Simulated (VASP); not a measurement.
A run of VASP 6.6.1 is set up as follows.

The input INCAR:

```
SYSTEM = Al3Sn3P5
PREC = Accurate
ENCUT = 520
EDIFF = 1E-7
ISMEAR = -1
SIGMA = 0.05
LREAL = .False.
LASPH = .True.
NELM = 60
ALGO = Normal
ISIF = 2
LWAVE = .False.
LCHARG = .False.
GGA = PE
NBANDS = 49
```

The input KPOINTS:

```
regular mesh
0
Gamma
  3 2 3
  0 0 0
```

Contents of POSCAR:

```
Al3Sn3P5
1.0
    6.0302530000      1.0193340000     -0.4056010000
   -1.2804960000      6.7800260000     -0.6786840000
   -0.8965740000      0.5407000000      6.2586720000
Sn P Al
3 5 3
Direct
    0.9036140202      0.6225104819      0.1577404366
    0.0188408275      0.5688281898      0.6743166042
    0.4897632611      0.7493289703      0.4793799789
    0.8183622188      0.1939247585      0.0986548209
    0.8207830409      0.9175725443      0.8267453905
    0.3544035973      0.5386653093      0.0325199947
    0.5296583857      0.9243878595      0.0567606388
    0.0841351105      0.9341713412      0.4752639901
    0.5885958028      0.3782599402      0.7346847727
    0.1813720210      0.1635702316      0.8337283328
    0.2347352868      0.3080981029      0.3567009295
```

Potentials or basis: VASP PAW PBE potentials, release 64 (Sn_d, P, Al).

The run is started by

```sh
$ cat potpaw_PBE.64/Sn_d/POTCAR potpaw_PBE.64/P/POTCAR potpaw_PBE.64/Al/POTCAR > POTCAR
$ mpirun -np 1 vasp_std > vasp.out
```

Estimate the largest force.

1.122 eV/Å.

Estimate the pressure.

-6.2 GPa.

Stress tensor (GPa, compression positive):
```
-6.66 -1.09  0.84
-1.09 -5.61  0.22
 0.84  0.22 -6.39
```

Caveat: the k points lie up to 0.45 Å⁻¹ apart.
